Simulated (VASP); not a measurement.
# CuO2 (Fm-3m) in VASP: a series of runs

CuO2 is run at these levels: PBE+U; tasks: single point, relaxation of cell and atoms.

All numbers are computed with VASP 6.6.1; they aren't measurements. Logs are shortened: lines on timing, memory, paths and dates and some standing lists are left out, and cuts for length are marked.

**1. The cell of the first run**

The structure is cubic, space group Fm-3m (No. 225). The conventional cell has a = 5.046 Å, b = 5.046 Å, c = 5.046 Å, α = 90.00°, β = 90.00°, γ = 90.00°. Cu (site symmetry m-3m) has 8 O at 2.19 Å within 2.9 Å. O (site symmetry -43m) has 4 Cu at 2.19 Å and 6 O at 2.52 Å within 2.9 Å.

**2. Single point, PBE+U, collinear spin, ferromagnetic start**

The input, INCAR:

```
SYSTEM = CuO2
PREC     = Accurate       ! precision mode
ENCUT    = 520            ! plane-wave cutoff, eV
EDIFF    = 1E-6           ! SCF threshold, eV
ISMEAR   = 0              ! smearing method
SIGMA    = 0.1            ! smearing width, eV
LREAL    = .False.        ! projectors in reciprocal space
LASPH    = .True.         ! aspherical terms in the spheres
NELM     = 150            ! most SCF steps
ALGO     = Normal         ! electronic algorithm
ISIF     = 2              ! what is computed and relaxed
LWAVE    = .False.        ! write WAVECAR
LCHARG   = .False.        ! write CHGCAR
ISPIN    = 2              ! spin polarisation
MAGMOM   = 1 0 0          ! initial moments
LORBIT   = 11             ! projections on sites
LMAXMIX  = 4              ! l up to which the mixer works
LDAU     = .True.         ! DFT+U
LDAUTYPE = 2            
LDAUL    = 2 -1           ! shell
LDAUU    = 4 0            ! U, eV
LDAUJ    = 0 0          
LDAUPRINT= 1            
GGA      = PE             ! functional
NBANDS   = 22             ! bands
```

The input, KPOINTS:

```
Automatic mesh
0
Gamma
  14 14 14
  0 0 0
```

The input, POSCAR:

```
CuO2
1.0
    0.0000000000      2.5230445890      2.5230445890
    2.5230445890      0.0000000000      2.5230445890
    2.5230445890      2.5230445890      0.0000000000
Cu O
1 2
Direct
    0.0000000000      0.0000000000      0.0000000000
    0.2500000000      0.2500000000      0.2500000000
    0.7500000000      0.7500000000      0.7500000000
```

Potentials or basis: VASP PAW PBE potentials, release 64 (Cu, O).

Run with:

```bash
$ cat potpaw_PBE.64/Cu/POTCAR potpaw_PBE.64/O/POTCAR > POTCAR
$ mpirun -np 1 vasp_std > vasp.out
```

OUTCAR:

```text
SYSTEM = CuO2
   PREC = Accurate
   ENCUT = 520
   EDIFF = 1E-6
   ISMEAR = 0
   LREAL = .False.
   LASPH = .True.
   NELM = 150
   ISIF = 2
   ISPIN = 2
   LORBIT = 11
   GGA = PE

 ion  position               nearest neighbor table
   1  0.000  0.000  0.000-   2 2.19   3 2.19   3 2.19   3 2.19   3 2.19   2 2.19   2 2.19   2 2.19

   2  0.250  0.250  0.250-   1 2.19   1 2.19   1 2.19   1 2.19
   3  0.750  0.750  0.750-   1 2.19   1 2.19   1 2.19   1 2.19

  LATTYP: Found a face centered cubic cell.
 ALAT       =     5.0460891780

  Lattice vectors:

 A1 = (   0.0000000000,   2.5230445890,   2.5230445890)
 A2 = (   2.5230445890,   0.0000000000,   2.5230445890)
 A3 = (   2.5230445890,   2.5230445890,   0.0000000000)

Analysis of symmetry for initial positions (statically):
=====================================================================
 Subroutine PRICEL returns:
 Original cell was already a primitive cell.

 Routine SETGRP: Setting up the symmetry group for a
 face centered cubic supercell.

 Subroutine GETGRP returns: Found 48 space group operations
 (whereof 48 operations were pure point group operations)
 out of a pool of 48 trial point group operations.

The static configuration has the point symmetry O_h .

Analysis of symmetry for dynamics (positions and initial velocities):
=====================================================================
 Subroutine PRICEL returns:
 Original cell was already a primitive cell.

 Routine SETGRP: Setting up the symmetry group for a
 face centered cubic supercell.

 Subroutine GETGRP returns: Found 48 space group operations
 (whereof 48 operations were pure point group operations)
 out of a pool of 48 trial point group operations.

The dynamic configuration has the point symmetry O_h .

Analysis of structural, dynamic, and magnetic symmetry:
=====================================================================
 Subroutine PRICEL returns:
[... 176 lines left out ...]
  o =  0.7556  v =  0.0000  0.0000  0.0000  0.0000  0.0000  0.0000 -0.4456 -0.0000 -0.8952 -0.0000      0.0000  0.0000  0.0000  0.0000  0.0000  0.0000  0.0000  0.0000  0.0000  0.0000
  o =  0.7556  v =  0.0000  0.0000  0.0000  0.0000  0.0000  0.0000 -0.8952 -0.0000  0.4456 -0.0000      0.0000  0.0000  0.0000  0.0000  0.0000  0.0000  0.0000  0.0000  0.0000  0.0000
  o =  0.9616  v =  0.0000  0.0000  0.0000  0.0000  0.0000  0.0000 -0.0000  0.9759  0.0000 -0.2180      0.0000  0.0000  0.0000  0.0000  0.0000  0.0000  0.0000  0.0000  0.0000  0.0000
  o =  0.9616  v =  0.0000  0.0000  0.0000  0.0000  0.0000  0.0000  0.0000 -0.2180  0.0000 -0.9759      0.0000  0.0000  0.0000  0.0000  0.0000  0.0000  0.0000  0.0000  0.0000  0.0000
  o =  0.9730  v =  0.0000 -0.0000  0.9994 -0.0000 -0.0350  0.0000  0.0000  0.0000  0.0000  0.0000      0.0000  0.0000  0.0000  0.0000  0.0000  0.0000  0.0000  0.0000  0.0000  0.0000
  o =  0.9730  v =  0.0000  0.0000 -0.0350  0.0000 -0.9994  0.0000  0.0000  0.0000  0.0000  0.0000      0.0000  0.0000  0.0000  0.0000  0.0000  0.0000  0.0000  0.0000  0.0000  0.0000
  o =  0.9907  v =  0.0000 -0.8976 -0.0000 -0.4408 -0.0000  0.0000  0.0000  0.0000  0.0000  0.0000      0.0000  0.0000  0.0000  0.0000  0.0000  0.0000  0.0000  0.0000  0.0000  0.0000
  o =  0.9907  v =  1.0000  0.0000  0.0000  0.0000  0.0000  0.0000  0.0000  0.0000  0.0000  0.0000      0.0000  0.0000  0.0000  0.0000  0.0000  0.0000  0.0000  0.0000  0.0000  0.0000
  o =  0.9907  v =  0.0000  0.4408  0.0000 -0.8976 -0.0000  0.0000  0.0000  0.0000  0.0000  0.0000      0.0000  0.0000  0.0000  0.0000  0.0000  0.0000  0.0000  0.0000  0.0000  0.0000

 number of electron      22.9999997 magnetization       2.8322232

 Free energy of the ion-electron system (eV)
  ---------------------------------------------------
  ext. energy  EPLUGINS =         0.00000000
  ---------------------------------------------------
  free energy    TOTEN  =       -11.50062384 eV

  energy without entropy =      -11.49090634  energy(sigma->0) =      -11.49576509

 E-fermi :   2.0954     XC(G=0): -11.0625

 val. band max:        2.0946349053   @ k =  -0.3571   0.2857   0.0714
 cond. band min:       2.0998261466   @ k =  -0.3571   0.2857   0.0000
 fundamental gap:      0.0051912412
 Fermi energy:         2.0953879587

 spin component 1

 k-point     1 :       0.0000    0.0000    0.0000
  band No.  band energies     occupation
      1     -16.8077      1.00000
      2     -13.9923      1.00000
      3      -3.3329      1.00000
      4      -3.3329      1.00000
      5      -3.3329      1.00000
      6      -1.0333      1.00000
[... 1193 lines left out ...]
     21      26.7608      0.00000
     22      27.3320      0.00000

 [... further k-points ...]
[... 5 lines left out ...]
  --------------------------------------------------------------------------------------
  -------------------------------------------------------------------------------------
  Total       -2.3778536     -2.3778536     -2.3778536      0.0000000      0.0000000      0.0000000
  in kB     -118.6017000   -118.6017000   -118.6017000      0.0000000      0.0000000      0.0000000
  external PRESSURE =    -118.6017000 kB  Pullay stress =       0.0000000 kB

 VOLUME and BASIS-vectors are now :
 -----------------------------------------------------------------------------
  energy-cutoff  :      520.00
  volume of cell :       32.12
      direct lattice vectors                 reciprocal lattice vectors
     0.000000000  2.523044589  2.523044589    -0.198173271  0.198173271  0.198173271
     2.523044589  0.000000000  2.523044589     0.198173271 -0.198173271  0.198173271
     2.523044589  2.523044589  0.000000000     0.198173271  0.198173271 -0.198173271

 POSITION                                       TOTAL-FORCE (eV/Angst)
 -----------------------------------------------------------------------------------
      0.00000      0.00000      0.00000         0.000000      0.000000      0.000000
      1.26152      1.26152      1.26152        -0.000000     -0.000000     -0.000000
      3.78457      3.78457      3.78457         0.000000      0.000000      0.000000
 -----------------------------------------------------------------------------------
    total drift:                                0.000000     -0.000000      0.000000

  FREE ENERGIE OF THE ION-ELECTRON SYSTEM (eV)
  ---------------------------------------------------
  free  energy   TOTEN  =       -11.5006238418 eV

  energy  without entropy=      -11.4909063378  energy(sigma->0) =      -11.49576509

 total charge

# of ion       s       p       d       tot
------------------------------------------
    1        0.283   0.297   9.090   9.670
    2        1.605   3.166   0.000   4.770
    3        1.605   3.166   0.000   4.770
--------------------------------------------------
tot          3.492   6.629   9.090  19.210

 magnetization (x)

# of ion       s       p       d       tot
------------------------------------------
    1       -0.029  -0.015   0.729   0.685
    2        0.015   0.926   0.000   0.941
    3        0.015   0.926   0.000   0.941
--------------------------------------------------
tot          0.001   1.837   0.729   2.568
```

OSZICAR:

```text
N       E                     dE             d eps       ncg     rms          rms(c)
DAV:   1     0.166349285096E+03    0.16635E+03   -0.11894E+04 10230   0.149E+03
DAV:   2    -0.233271387686E+01   -0.16868E+03   -0.15571E+03  9748   0.330E+02
DAV:   3    -0.174815852856E+02   -0.15149E+02   -0.14328E+02 10672   0.906E+01
[... 10 lines left out ...]
DAV:  14    -0.115002025145E+02   -0.57621E-03   -0.72535E-04 11460   0.112E+00    0.150E-01
DAV:  15    -0.115004954570E+02   -0.29294E-03   -0.49680E-04 11172   0.237E-01    0.109E-01
DAV:  16    -0.115006196282E+02   -0.12417E-03   -0.32005E-04 13150   0.459E-01    0.398E-02
DAV:  17    -0.115006221428E+02   -0.25145E-05   -0.60006E-05 13254   0.136E-01    0.741E-03
DAV:  18    -0.115006240377E+02   -0.18949E-05   -0.76371E-06 11656   0.326E-02    0.723E-03
DAV:  19    -0.115006238418E+02    0.19589E-06   -0.17370E-06  7624   0.432E-02
   1 F= -.11500624E+02 E0= -.11495765E+02  d E =-.971750E-02  mag=     2.8324
```

stdout:

```text
POSCAR found type information on POSCAR CuO
 POSCAR found :  2 types and       3 ions
 scaLAPACK will be used
 LDA part: xc-table for (Slater+PW92), standard interpolation
 POSCAR, INCAR and KPOINTS ok, starting setup
 FFT: planning ... GRIDC
 FFT: planning ... GRID_SOFT
 FFT: planning ... GRID
 WAVECAR not read
 entering main loop
```

Run time: 2 min. Hardware: 1 thread of Intel Xeon Platinum 8488C (Sapphire Rapids), shared host; peak memory 0.24 GiB.

What came out:

```yaml
Free_energy: -11.5006 eV
Pressure: -11.9 GPa
Net_moment: 2.83 μB per cell
Site_moments: Cu +0.69; O +0.94 μB
Valence_electrons_inside_the_program's_atomic_spheres: Cu 9.67; O 4.77
```

Levels at points of the mesh, in eV from the Fermi level:
Spin up:
```
           k point  band 11  band 12  band 13  band 14  band 15  band 16
(0.00, 0.00, 0.00)    -0.86    -0.86    -0.86     5.23    12.22    12.22
(0.50, 0.00, 0.00)    -2.57    -0.64    -0.64     8.82    10.57    15.06
(0.50, 0.50, 0.00)    -0.36    -0.02    -0.02     8.54    11.45    12.19
```
Spin down:
```tsv
k point	band 8	band 9	band 10	band 11	band 12	band 13
(0.00, 0.00, 0.00)	0.64	0.64	0.64	1.14	1.14	1.14
(0.50, 0.00, 0.00)	-1.51	-1.01	-0.99	-0.99	1.24	1.24
(0.50, 0.50, 0.00)	-2.08	-2.08	-1.14	1.60	1.99	1.99
```

Eigenvalues of the final occupation matrices:
```
    site  spin  trace               eigenvalues
site 1 d     1   4.92  0.97 0.97 0.99 0.99 0.99
site 1 d     2   4.19  0.76 0.76 0.76 0.96 0.96
```

Caveat: a cell with one magnetic atom can't hold antiferromagnetic order, which such compounds often take. The state reached can hang on the start; a lower one may exist.

**3. Relaxation of cell and atoms, PBE+U, collinear spin, ferromagnetic start**

This run uses another cell than the first one, of 9.73 Å³/atom, 0.909 times its volume.

The input, INCAR:

```
  ALGO = Normal
  EDIFF = 1E-7
  EDIFFG = -0.01
  ENCUT = 600
  GGA = PE
  IBRION = 2
  ISIF = 3
  ISMEAR = 0
  ISPIN = 2
  LASPH = True
  LCHARG = False
  LDAU = True
  LDAUJ = 0 0
  LDAUL = 2 -1
  LDAUPRINT = 1
  LDAUTYPE = 2
  LDAUU = 4 0
  LMAXMIX = 4
  LORBIT = 11
  LREAL = False
  LWAVE = False
  MAGMOM = 1 0 0
  NELM = 150
  NSW = 80
  PREC = Accurate
  SIGMA = 0.1
```

The input, KPOINTS:

```
k-points
0
Gamma
  14 14 14
```

The input, POSCAR:

```
CuO2
1.0
    0.0000000000      2.4441472340      2.4441472340
    2.4441472340      0.0000000000      2.4441472340
    2.4441472340      2.4441472340      0.0000000000
Cu O
1 2
Direct
    0.0000000000      0.0000000000      0.0000000000
    0.2500000000      0.2500000000      0.2500000000
    0.7500000000      0.7500000000      0.7500000000
```

Potentials or basis: VASP PAW PBE potentials, release 64 (Cu, O).

Run with:

```bash
$ cat potpaw_PBE.64/Cu/POTCAR potpaw_PBE.64/O/POTCAR > POTCAR
$ mpirun -np 1 vasp_std > vasp.out
```

Run time: 3.2 min. Hardware: 1 thread of Intel Xeon Platinum 8488C (Sapphire Rapids), shared host; peak memory 0.24 GiB.

The run converged. Its results:

- Free energy: -11.6542 eV
- Relaxed volume: 9.48 Å³/atom
- Relaxed cell: a = 3.426 Å, b = 3.426 Å, c = 3.426 Å, α = 60.00°, β = 60.00°, γ = 60.00°
- Space group after relaxing (to 0.05 Å): Fm-3m (No. 225)
- Energy gained by relaxing: 2.7 meV/atom
- Ionic steps: 3
- Pressure after relaxing: 0.0 GPa
- Net moment: 2.33 μB per cell
- Site moments: Cu +0.66; O +0.74 μB
- Valence electrons inside the program's atomic spheres: Cu 9.79; O 4.82

Step by step:
```csv
step,energy change (eV),largest force (eV/Å),pressure (GPa),volume (Å³)
1,0.0000,0.0000,-3.33,29.20
2,-0.0079,0.0000,0.43,28.35
3,-0.0081,0.0000,0.04,28.44
```

Final structure:
```cif
data_structure
_symmetry_space_group_name_H-M 'P 1'
_symmetry_Int_Tables_number 1
_cell_length_a 3.4264
_cell_length_b 3.4264
_cell_length_c 3.4264
_cell_angle_alpha 60.000
_cell_angle_beta 60.000
_cell_angle_gamma 60.000
_cell_volume 28.44
loop_
_atom_site_label
_atom_site_type_symbol
_atom_site_fract_x
_atom_site_fract_y
_atom_site_fract_z
_atom_site_occupancy
Cu1 Cu 0.00000 0.00000 0.00000 1
O1 O 0.25000 0.25000 0.25000 1
O2 O 0.75000 0.75000 0.75000 1
```

Levels at points of the mesh, in eV from the Fermi level:
Spin up:
```tsv
k point	band 9	band 10	band 11	band 12	band 13	band 14	band 15	band 16
(0.00, 0.00, 0.00)	-1.18	-1.18	-0.77	-0.77	-0.77	6.15	12.56	12.56
(0.50, 0.00, 0.00)	-3.01	-2.87	-2.87	-0.54	-0.54	10.01	11.16	16.09
(0.50, 0.50, 0.00)	-3.32	-3.04	-0.20	0.20	0.20	9.12	12.48	12.89
```
Spin down:
```
           k point  band 7  band 8  band 9  band 10  band 11  band 12  band 13  band 14
(0.00, 0.00, 0.00)   -3.09    0.25    0.25     0.25     1.02     1.02     1.02     6.62
(0.50, 0.00, 0.00)   -2.76   -2.15   -1.64    -1.64    -1.25     1.10     1.10    10.71
(0.50, 0.50, 0.00)   -2.66   -2.66   -2.48    -1.40     1.35     1.88     1.88     9.35
```

Eigenvalues of the final occupation matrices:
```
    site  spin  trace               eigenvalues
site 1 d     1   4.90  0.97 0.97 0.98 0.98 0.98
site 1 d     2   4.20  0.76 0.76 0.76 0.96 0.96
```

Caveat: a cell with one magnetic atom can't hold antiferromagnetic order, which such compounds often take. The state reached can hang on the start; a lower one may exist.
